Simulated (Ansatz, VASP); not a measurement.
# Al2Ru: VASP beside Ansatz

```xyz
6
Lattice="3.2155 0.0000 0.0000 0.0000 3.2155 0.0000 0.0000 0.0000 8.6983" Properties=species:S:1:pos:R:3 pbc="T T T"
Al    1.6077    1.6077    1.3678
Al    0.0000    0.0000    2.9813
Al    0.0000    0.0000    5.7170
Al    1.6077    1.6077    7.3305
Ru    0.0000    0.0000    0.0000
Ru    1.6077    1.6077    4.3492
```

Change from the starting cell: equal strain along all axes, cell held, atoms relaxed: +3.0 %.

Alike in both runs: functional r2SCAN; k mesh 12 × 12 × 4; occupations gaussian, width 0.1 eV; no spin polarisation.

Ansatz relaxed the structure, and its values are those at the end. VASP's run is a single point on that final structure, the one shown.

|  | VASP | Ansatz |
| --- | --- | --- |
| version | VASP 6.6.1 | Ansatz 0.2.0 |
| potentials or method | VASP PAW PBE potentials, release 64 (Al, Ru_pv), cutoff 520 eV | scalar-relativistic, plane waves, PAW |
| valence electrons in the cell | 40 | 44 |

|  | VASP | Ansatz | Ansatz less VASP |
| --- | --- | --- | --- |
| gap on the k mesh at the Fermi level (eV) | none | none | - |
| pressure (GPa) | -13.5 | -13.4 | +0.14 |
| rms of the force components (eV/Å) | 0.004 | 0.000 | -0.0044 |

VASP's potentials were made for PBE, not for r2SCAN. A gap of «none» marks a metal or a gap that the smearing closes. VASP's potentials hold 40 valence electrons a cell and Ansatz's 44, so a difference there can come from the potentials and not from the codes. Ansatz's warnings: stress scf threshold loose.
